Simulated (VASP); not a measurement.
Write the native input for VASP 6.6.1 that does the following.

| Property | Result |
| --- | --- |
| Task | single point |
| Functional | LDA |
| Potentials or basis | VASP PAW LDA potentials, release 64 (B, N) |
| Cutoff | 600 eV |
| k mesh | 9 × 9 × 9 |
| Occupations | gaussian, width 0.01 eV |
| Spin | no spin polarisation |
| Dipole correction | no |
| Further INCAR settings | ALGO = Normal; EDIFF = 1e-06; NBANDS = 11 |

The structure of BN (lda) lies in POSCAR:

```
BN
1.0
    0.0208844043      1.7839403099      1.7839403099
    1.7839403099      0.0208844043      1.7839403099
    1.7839403099      1.7839403099      0.0208844043
B N
1 1
Direct
    0.0002179651      0.0002179651      0.0002179651
    0.2497820349      0.2497820349      0.2497820349
```

One way to write it, as run:

INCAR

```
SYSTEM = BN
  PREC = Accurate
  ENCUT = 600
  EDIFF = 1E-6
  ISMEAR = 0
  SIGMA = 0.01
  LREAL = .False.
  LASPH = .True.
  NELM = 120
  ALGO = Normal
  ISIF = 2
  LWAVE = .False.
  LCHARG = .False.
  NBANDS = 11
  GGA_COMPAT = .False.
```

KPOINTS

```
Automatic mesh
0
Gamma
  9 9 9
  0 0 0
```

Potentials or basis: VASP PAW LDA potentials, release 64 (B, N).

Command:

```console
$ cat potpaw_LDA.64/B/POTCAR potpaw_LDA.64/N/POTCAR > POTCAR
$ mpirun -np 1 vasp_std > vasp.out
```

Results of the run:

- Pressure: 13.0 GPa
- Largest force: 0.004 eV/Å
- Band gap on the k mesh: 4.52 eV, indirect (least direct gap 8.54 eV)

Wall time 10 s on 1 thread of Intel Xeon 8259CL (shared host), peak memory 0.12 GiB.
